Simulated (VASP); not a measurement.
# Be24Cl in VASP: single point with PBE

Aim: the single point of Be24Cl with PBE.

All numbers are computed with VASP 6.6.1; they aren't measurements. Logs are shortened: lines on timing, memory, paths and dates and some standing lists are left out, and cuts for length are marked.

## (1) The cell of the first run

The cell holds a slab with vacuum, 25 atoms: a = 4.525 Å, b = 7.134 Å, c = 19.869 Å, α = 90.00°, β = 90.00°, γ = 90.00°.

## (2) Single point, PBE

The input, INCAR:

```
SYSTEM = Be24Cl
PREC     = Accurate       ! precision mode
ENCUT    = 520            ! plane-wave cutoff, eV
EDIFF    = 1E-7           ! SCF threshold, eV
ISMEAR   = 0              ! smearing method
SIGMA    = 0.1            ! smearing width, eV
LREAL    = Auto         
LASPH    = .True.         ! aspherical terms in the spheres
NELM     = 100            ! most SCF steps
ALGO     = Normal         ! electronic algorithm
ISIF     = 2              ! what is computed and relaxed
LWAVE    = .False.        ! write WAVECAR
LCHARG   = .False.        ! write CHGCAR
LDIPOL   = .True.       
IDIPOL   = 3            
DIPOL    = 0.5 0.5 0.322
GGA      = PE             ! functional
NBANDS   = 46             ! bands
```

The input, KPOINTS:

```
regular mesh
0
Gamma
  6 4 1
  0 0 0
```

The input, POSCAR:

```
Be24Cl
1.0
    4.5254381414      0.0000000000      0.0000000000
    0.0000000000      7.1336190818      0.0000000000
    0.0000000000      0.0000000000     19.8685529777
Be Cl
24 1
Direct
    0.0000000000      0.3750000000      0.2013231665
    0.0000000000      0.8750000000      0.2013231665
    0.5000000000      0.3750000000      0.2013231665
    0.5000000000      0.8750000000      0.2013231665
    0.2500000000      0.1250000000      0.2341987732
    0.2500000000      0.6250000000      0.2341987732
    0.7500000000      0.1250000000      0.2341987732
    0.7500000000      0.6250000000      0.2341987732
    0.2500000000      0.3750000000      0.2999499865
    0.2500000000      0.8750000000      0.2999499865
    0.7500000000      0.3750000000      0.2999499865
    0.7500000000      0.8750000000      0.2999499865
    0.0000000000      0.1250000000      0.3268353583
    0.0000000000      0.6250000000      0.3268353583
    0.5000000000      0.1250000000      0.3268353583
    0.5000000000      0.6250000000      0.3268353583
    0.0000000000      0.3750000000      0.3993099146
    0.0000000000      0.8750000000      0.3993099146
    0.5000000000      0.3750000000      0.3993099146
    0.5000000000      0.8750000000      0.3993099146
    0.2500000000      0.1250000000      0.4211958962
    0.2500000000      0.6250000000      0.4211958962
    0.7500000000      0.1250000000      0.4211958962
    0.7500000000      0.6250000000      0.4211958962
    0.3333333333      0.3125000000      0.5076732416
```

Potentials or basis: VASP PAW PBE potentials, release 64 (Be, Cl).

Command:

```
cat potpaw_PBE.64/Be/POTCAR potpaw_PBE.64/Cl/POTCAR > POTCAR
mpirun -np 1 vasp_std > vasp.out
```

OUTCAR:

```text
SYSTEM = Be24Cl
   PREC = Accurate
   ENCUT = 520
   EDIFF = 1E-7
   ISMEAR = 0
   LREAL = Auto
   LASPH = .True.
   NELM = 100
   ISIF = 2
   GGA = PE

 ion  position               nearest neighbor table
   1  0.000  0.375  0.201-   5 2.21   6 2.21   7 2.21   8 2.21   3 2.26   3 2.26  11 2.26   9 2.26

   2  0.000  0.875  0.201-   5 2.21   6 2.21   7 2.21   8 2.21   4 2.26   4 2.26  12 2.26  10 2.26

   3  0.500  0.375  0.201-   5 2.21   6 2.21   7 2.21   8 2.21   1 2.26   1 2.26  11 2.26   9 2.26
[... 39 lines left out ...]
  23  0.750  0.125  0.421-  17 2.16  18 2.16  19 2.16  20 2.16  13 2.19  15 2.19  21 2.26  21 2.26

  24  0.750  0.625  0.421-  17 2.16  18 2.16  19 2.16  20 2.16  14 2.19  16 2.19  22 2.26  22 2.26

  25  0.333  0.312  0.508-  21 2.21  19 2.32

  LATTYP: Found a simple orthorhombic cell.
 ALAT       =     4.5254381414
 B/A-ratio  =     1.5763377730
 C/A-ratio  =     4.3904153271

  Lattice vectors:

 A1 = (   4.5254381414,   0.0000000000,   0.0000000000)
 A2 = (   0.0000000000,   7.1336190818,   0.0000000000)
 A3 = (   0.0000000000,   0.0000000000,  19.8685529777)

Analysis of symmetry for initial positions (statically):
=====================================================================
 Subroutine PRICEL returns:
 Original cell was already a primitive cell.

 Routine SETGRP: Setting up the symmetry group for a
 simple orthorhombic supercell.

 Subroutine GETGRP returns: Found  1 space group operations
 (whereof  1 operations were pure point group operations)
 out of a pool of  8 trial point group operations.

The static configuration has the point symmetry C_1 .

Analysis of symmetry for dynamics (positions and initial velocities):
=====================================================================
 Subroutine PRICEL returns:
 Original cell was already a primitive cell.

 Routine SETGRP: Setting up the symmetry group for a
 simple orthorhombic supercell.

 Subroutine GETGRP returns: Found  1 space group operations
 (whereof  1 operations were pure point group operations)
 out of a pool of  8 trial point group operations.

The dynamic configuration has the point symmetry C_1 .

 Subroutine INISYM returns: Found  1 space group operations
 (whereof  1 operations are pure point group operations),
 and found     1 'primitive' translations

----------------------------------------------------------------------------------------

                                     Primitive cell

  volume of cell :     641.4116

  direct lattice vectors                    reciprocal lattice vectors
     4.525438141  0.000000000  0.000000000     0.220973079  0.000000000  0.000000000
     0.000000000  7.133619082  0.000000000     0.000000000  0.140181300  0.000000000
     0.000000000  0.000000000 19.868552978     0.000000000  0.000000000  0.050330792

  length of vectors
     4.525438141  7.133619082 19.868552978     0.220973079  0.140181300  0.050330792

  position of ions in fractional coordinates (direct lattice)
     0.000000000  0.375000000  0.201323167
     0.000000000  0.875000000  0.201323167
     0.500000000  0.375000000  0.201323167
     0.500000000  0.875000000  0.201323167
     0.250000000  0.125000000  0.234198773
     0.250000000  0.625000000  0.234198773
[... 17 lines left out ...]
     0.750000000  0.625000000  0.421195896
     0.333333333  0.312500000  0.507673242

  ion indices of the primitive-cell ions
   primitive index   ion index
                 1           1
                 2           2
                 3           3
                 4           4
                 5           5
                 6           6
[... 17 lines left out ...]
                24          24
                25          25

----------------------------------------------------------------------------------------

 KPOINTS: regular mesh

Automatic generation of k-mesh.
 Grid dimensions read from file:
 generate k-points for:    6    4    1

 Generating k-lattice:

  Cartesian coordinates                     Fractional coordinates (reciprocal lattice)
     0.036828847  0.000000000  0.000000000     0.166666667  0.000000000  0.000000000
     0.000000000  0.035045325  0.000000000     0.000000000  0.250000000  0.000000000
     0.000000000  0.000000000  0.050330792     0.000000000  0.000000000  1.000000000

  Length of vectors
     0.036828847  0.035045325  0.050330792

  Shift w.r.t. Gamma in fractional coordinates (k-lattice)
     0.000000000  0.000000000  0.000000000

 Subroutine IBZKPT returns following result:
 ===========================================

 Found     14 irreducible k-points:

 Following reciprocal coordinates:
            Coordinates               Weight
  0.000000  0.000000  0.000000      1.000000
  0.166667  0.000000  0.000000      2.000000
  0.333333  0.000000  0.000000      2.000000
  0.500000  0.000000  0.000000      1.000000
  0.000000  0.250000  0.000000      2.000000
  0.166667  0.250000  0.000000      2.000000
  0.166667 -0.250000  0.000000      2.000000
  0.333333  0.250000  0.000000      2.000000
  0.333333 -0.250000  0.000000      2.000000
  0.500000  0.250000  0.000000      2.000000
  0.000000  0.500000  0.000000      1.000000
  0.166667  0.500000  0.000000      2.000000
  0.333333  0.500000  0.000000      2.000000
  0.500000  0.500000  0.000000      1.000000
   k-points           NKPTS =     14   k-points in BZ     NKDIM =     14   number of bands    NBANDS=     46
   number of dos      NEDOS =    301   number of ions     NIONS =     25
   total plane-waves  NPLWV = 291600
   dimension x,y,z NGX =    36 NGY =   54 NGZ =  150
   dimension x,y,z NGXF=    72 NGYF=  108 NGZF=  300
   ions per type =              24   1
   NGX,Y,Z   is equivalent  to a cutoff of  13.22, 12.58, 12.55 a.u.
   NGXF,Y,Z  is equivalent  to a cutoff of  26.45, 25.17, 25.10 a.u.
 SYSTEM =  Be24Cl
   PREC   = accura    normal or accurate (medium, high low for compatibility)
   ISTART =      0    job   : 0-new  1-cont  2-samecut
   ICHARG =      2    charge: 1-file 2-atom 10-const
   ISPIN  =      1    spin polarized calculation?
   LNONCOLLINEAR =      F non collinear calculations
   LSORBIT =      F    spin-orbit coupling
   LASPH  =      T    aspherical Exc in radial PAW
   ENCUT  =  520.0 eV  38.22 Ry    6.18 a.u.   8.41 13.26 36.94*2*pi/ulx,y,z
   NELM   =    100;   NELMIN=  2; NELMDL= -5     # of ELM steps
   EDIFF  = 0.1E-06   stopping-criterion for ELM
   LREAL  =      T    real-space projection
   EDIFFG = 0.1E-05   stopping-criterion for IOM
   NSW    =      0    number of steps for IOM
   IBRION =     -1    ionic relax: 0-MD 1-quasi-New 2-CG
   NFREE  =      0    steps in history (QN), initial steepest desc. (CG)
   ISIF   =      2    stress and relaxation
   ISYM   =      2    0-nonsym 1-usesym 2-fastsym
   POTIM  = 0.5000    time-step for ionic-motion
   TEBEG  =    0.0;   TEEND  =   0.0 temperature during run
   PSTRESS=    0.0 pullay stress
   NELECT =      55.0000    total number of electrons
   NUPDOWN=      -1.0000    fix difference up-down
   EMIN   =  10.00;   EMAX   =-10.00  energy-range for DOS
   EFERMI =   0.00;   METHOD = LEGACY
   ISMEAR =     0;   SIGMA  =   0.10  broadening in eV -4-tet -1-fermi 0-gaus
   EFERMI_NEDOS =   21; number of points for ismear=-14 and -15
   IALGO  =     38    algorithm
   IMIX   =      4    mixing-type and parameters
     AMIX     =   0.40;   BMIX     =  1.00
     AMIX_MAG =   1.60;   BMIX_MAG =  1.00
  volume/ion in A,a.u.               =      25.66       173.14
  Fermi-wavevector in a.u.,A,eV,Ry     =   0.721911  1.364213  7.090745  0.521155
  Thomas-Fermi vector in A             =   1.811739
   LORBIT       =      0    0 simple, 1 ext, 2 COOP (PROOUT), +10 PAW based schemes
   GGA     = PE    functional components
   LHFCALC =     F    Hartree Fock is set to
   AEXX    =    0.0000 exact exchange contribution
   IVDW    =     0    specifies the selected vdW correction
   LEPSILON=     F    determine dielectric tensor
   LRPA    =     F    only Hartree local field effects (RPA)
 non-spin polarized calculation
 Gauss-broadening in eV      SIGMA  =   0.10
  energy-cutoff  :      520.00
  volume of cell :      641.41
 maximum number of plane-waves:     17327
 NGX is ok and might be reduce to    36
   NGX = 17   NGY = 27   NGZ = 73

 dipolmoment           0.000000      0.000000     -0.008206 electrons x Angstroem

 number of electron      55.0000001 magnetization

 dipolmoment           0.000000      0.000000      0.084555 electrons x Angstroem

 Free energy of the ion-electron system (eV)
  ---------------------------------------------------
  ext. energy  EPLUGINS =         0.00000000
  ---------------------------------------------------
  free energy    TOTEN  =       -85.88030243 eV

  energy without entropy =      -85.85409162  energy(sigma->0) =      -85.86719702

 E-fermi :  -0.9649     XC(G=0):  -4.3930

 val. band max:       -0.9868659937   @ k =   0.5000   0.0000   0.0000
 cond. band min:      -0.9483134781   @ k =   0.1667  -0.2500   0.0000
 fundamental gap:      0.0385525156
 Fermi energy:        -0.9649184863

 k-point     1 :       0.0000    0.0000    0.0000
  band No.  band energies     occupation
      1     -17.0180      2.00000
      2     -11.3198      2.00000
      3      -9.3082      2.00000
      4      -9.2196      2.00000
      5      -9.1394      2.00000
      6      -7.3733      2.00000
[... 577 lines left out ...]
     38       3.3775      0.00000
     39       3.3876      0.00000
 [bands above 39 left out]

------------------------ aborting loop because EDIFF is reached ----------------------------------------

 vacuum level on the upper side and lower side of the slab       (xc-potential included)         0.192        -0.248

  FORCE on cell =-STRESS in cart. coord.  units (eV):
  Direction    XX          YY          ZZ          XY          YZ          ZX
  --------------------------------------------------------------------------------------
  -------------------------------------------------------------------------------------
  Total        2.1040351     -3.6385331     -1.3070211     -0.1659441     -1.6707537     -0.0939008
  in kB        5.2556542     -9.0886657     -3.2647985     -0.4145107     -4.1733637     -0.2345540
  external PRESSURE =      -2.3659367 kB  Pullay stress =       0.0000000 kB

 VOLUME and BASIS-vectors are now :
 -----------------------------------------------------------------------------
  energy-cutoff  :      520.00
  volume of cell :      641.41
      direct lattice vectors                 reciprocal lattice vectors
     4.525438141  0.000000000  0.000000000     0.220973079  0.000000000  0.000000000
     0.000000000  7.133619082  0.000000000     0.000000000  0.140181300  0.000000000
     0.000000000  0.000000000 19.868552978     0.000000000  0.000000000  0.050330792

 POSITION                                       TOTAL-FORCE (eV/Angst)
 -----------------------------------------------------------------------------------
      0.00000      2.67511      4.00000         0.057314     -0.017528      0.535654
      0.00000      6.24192      4.00000        -0.113398     -0.039876      0.552001
      2.26272      2.67511      4.00000        -0.055205      0.002932      0.558534
      2.26272      6.24192      4.00000         0.102355     -0.103471      0.504512
      1.13136      0.89170      4.65319        -0.018624      0.079529     -0.661640
      1.13136      4.45851      4.65319        -0.013146     -0.085744     -0.581599
[... 17 lines left out ...]
      3.39408      4.45851      8.36855         0.191907      0.005951     -0.218601
      1.50848      2.22926     10.08673        -0.085664     -0.685337     -0.002464
 -----------------------------------------------------------------------------------
    total drift:                                0.000007     -0.000588      0.002382

  FREE ENERGIE OF THE ION-ELECTRON SYSTEM (eV)
  ---------------------------------------------------
  free  energy   TOTEN  =       -85.8803024263 eV

  energy  without entropy=      -85.8540916201  energy(sigma->0) =      -85.86719702

 vacuum level on the upper side and lower side of the slab         3.851         3.394
```

Run time: 13 min. Hardware: 1 thread of AMD EPYC 7R13 (Zen 3), shared host; peak memory 0.7 GiB.

Results:

```yaml
Free_energy: -85.8803 eV
Largest_force: 0.842 eV/Å
Band_gap_on_the_k_mesh: zero (an odd number of electrons rules out a gap without spin polarisation)
```

Forces on the atoms (eV/Å):
```
Be   0.057 -0.018  0.536
Be  -0.113 -0.040  0.552
Be  -0.055  0.003  0.559
Be   0.102 -0.103  0.505
Be  -0.019  0.080 -0.662
Be  -0.013 -0.086 -0.582
Be   0.002  0.043 -0.707
Be  -0.005  0.155 -0.809
Be  -0.099  0.005  0.285
Be  -0.006 -0.086  0.111
Be   0.087  0.083 -0.139
Be   0.046 -0.010  0.230
Be   0.108  0.071  0.153
Be  -0.057  0.008 -0.009
Be  -0.039  0.058  0.359
Be   0.056  0.036  0.136
Be  -0.603  0.281 -0.516
Be  -0.041 -0.044 -0.033
Be   0.460  0.198  0.127
Be   0.004 -0.053 -0.106
Be   0.033 -0.165  0.639
Be  -0.094  0.456 -0.085
Be   0.083 -0.191 -0.321
Be   0.192  0.006 -0.219
Cl  -0.086 -0.685 -0.002
```

Caveat: an odd number of electrons without spin polarisation forces a metal; a magnetic or distorted state may lie lower.
